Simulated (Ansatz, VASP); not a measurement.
## Two plane-wave programs on BAs

```
CELL_PARAMETERS angstrom
0.00000 2.39187 2.51433
2.39187 0.00000 2.51433
2.39187 2.39187 0.00000
ATOMIC_POSITIONS crystal
B 0.00000 0.00000 0.00000
As 0.25000 0.25000 0.25000
```

Change from the starting cell: uniaxial_z strain +5.1%.

Alike in both runs: task single point; functional PBE; k mesh 10 × 10 × 10; occupations fermi-dirac, width 0.02 eV; no spin polarisation.

|  | VASP | Ansatz |
| --- | --- | --- |
| version | VASP 6.6.1 | Ansatz 0.2.0 |
| potentials or method | VASP PAW PBE potentials, release 64 (B, As) | plane waves, PAW |
| plane-wave cutoff (eV) | 520 | 420 |
| valence electrons in the cell | 8 | 18 |

|  | VASP | Ansatz | Ansatz less VASP |
| --- | --- | --- | --- |
| gap on the k mesh at the Fermi level (eV) | 0.87 | 0.87 | +0.007 |
| pressure (GPa) | -3.7 | -4.2 | -0.50 |
| traceless stress, the component that is largest in VASP (GPa) | -6.99 | -7.02 | -0.024 |

VASP's potentials hold 8 valence electrons a cell and Ansatz's 18, so a difference there can come from the potentials and not from the codes.
